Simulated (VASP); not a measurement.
Runs of VASP 6.6.1 on W. The structure is that of space group Im-3m (No. 229), or close to it. The cells are those of the table. 

```csv
task,cell,k mesh,cutoff (eV),smearing,gap on the mesh (eV),pressure (GPa)
relaxation of cell and atoms,"relaxed from a = 2.732 Å, angles 109.5°, 1 atom",20 × 20 × 20,600,fermi-dirac 0.15 eV,none,0.0
single point,"a = 2.732 Å, angles 109.5°, 1 atom",18 × 18 × 18,520,gaussian 0.1 eV,none,(a)
single point,"a = 2.732 Å, angles 109.5°, 1 atom",20 × 20 × 20,520,fermi-dirac 0.15 eV,none,0.7
single point,"a = 3.154, b = 5.231, c = 2.732 Å, angles 150.5, 54.7, 107.5°, 1 atom",11 × 7 × 34,520,gaussian 0.1 eV,none,0.4
single point,"a = 3.154, b = 3.154, c = 2.732 Å, angles 125.3, 54.7, 90.0°, 1 atom",11 × 11 × 21,520,gaussian 0.1 eV,none,0.3
```

Alike in all rows: level PBEsol; potentials or basis VASP PAW PBE potentials, release 64 (W_sv); no spin polarisation.

Question: Estimate the missing entries.

Answer: (a) 0.6.

Caveats: some runs use coarse meshes; the PAW data sets were made with another functional, which shifts forces and pressure a little; spin-orbit coupling is left out, which moves the levels of the heavy elements.

A k mesh can miss the band edges, and the runs leave out spin-orbit coupling on W.

A gap of «none» marks levels without a gap at the run's occupations.
